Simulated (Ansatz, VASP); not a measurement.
ScAl2: VASP beside Ansatz

```
CELL_PARAMETERS angstrom
0.00000 3.76340 3.76340
3.76340 0.00000 3.76340
3.76340 3.76340 0.00000
ATOMIC_POSITIONS crystal
Sc 0.50000 0.50000 0.50000
Sc 0.75000 0.75000 0.75000
Al 0.12500 0.12500 0.12500
Al 0.62500 0.12500 0.12500
Al 0.12500 0.62500 0.12500
Al 0.12500 0.12500 0.62500
```

Alike in both runs: functional PBEsol; k mesh 8 × 8 × 8; occupations gaussian, width 0.1 eV; no spin polarisation.

Ansatz relaxed the structure, and its values are those at the end. VASP's run is a single point on that final structure, the one shown.

```csv
,VASP,Ansatz
version,VASP 6.6.1,Ansatz 0.2.0
potentials or method,"VASP PAW PBE potentials, release 64 (Sc_sv, Al), cutoff 520 eV","scalar-relativistic, plane waves, PAW"
valence electrons in the cell,34,34
```

|  | VASP | Ansatz | Ansatz less VASP |
| --- | --- | --- | --- |
| gap on the k mesh at the Fermi level (eV) | none | none | - |
| pressure (GPa) | -0.1 | 0.0 | +0.05 |

VASP's potentials were made for PBE, not for PBEsol. A gap of «none» marks a metal or a gap that the smearing closes. With one functional, cell and mesh, what is left measures potentials, basis and numerics.
